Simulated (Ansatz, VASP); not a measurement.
# One calculation of Pt, two programs

INCAR

```
ALGO = Normal ; EDIFF = 1E-7
ENCUT = 520 ; GGA = RP
ISIF = 2 ; ISMEAR = -1
LASPH = T ; LCHARG = F
LREAL = F ; LWAVE = F
NBANDS = 11 ; NELM = 100
PREC = Accurate ; SIGMA = 0.1
```

The input KPOINTS:

```
k-points
0
Gamma
  22 22 22
```

File POSCAR:

```
Pt
1.0
    0.0000000000      2.0234119233      2.0234119233
    2.0234119233      0.0000000000      2.0234119233
    2.0234119233      2.0234119233      0.0000000000
Pt
1
Direct
    0.0000000000      0.0000000000      0.0000000000
```

Input for Ansatz:

```yaml
crystal:
  lattice:
    - [0.0, 2.0234119233, 2.0234119233]
    - [2.0234119233, 0.0, 2.0234119233]
    - [2.0234119233, 2.0234119233, 0.0]
  atoms:
    - { symbol: Pt, position: [0.0, 0.0, 0.0] }
hamiltonian:
  xc: rpbe
  pseudopotentials:
    kind: paw
    azcp:
      Pt: "pseudopotentials/Pt.paw.azcp"
basis:
  ecutwfc: 420
  fft_grid_basis: typed
kpoints:
  mp_grid: { grid: [22, 22, 22], shift: [0, 0, 0] }
magnetization:
  spin_polarized: false
scf:
  occupations: { method: fermi_dirac, width: 0.1 }
output:
  stress: true
```

Alike in both runs: task single point; functional RPBE; k mesh 22 × 22 × 22; occupations fermi-dirac, width 0.1 eV; no spin polarisation.

|  | VASP | Ansatz |
| --- | --- | --- |
| version | VASP 6.6.1 | Ansatz 0.2.0 |
| potentials or method | VASP PAW PBE potentials, release 64 (Pt), cutoff 520 eV | plane waves (420 eV) with PAW, scalar-relativistic |
| valence electrons in the cell | 10 | 18 |

VASP gave:

- pressure (GPa): -8.3

Task: Which values does Ansatz return?

Result: Pressure (GPa): -7.9.

VASP's potentials were made for PBE, not for RPBE. The functional is the same, so the differences come from potentials, cutoffs and numerics. VASP's potentials hold 10 valence electrons a cell and Ansatz's 18, so a difference there can come from the potentials and not from the codes.

Neither program's run includes spin-orbit coupling.
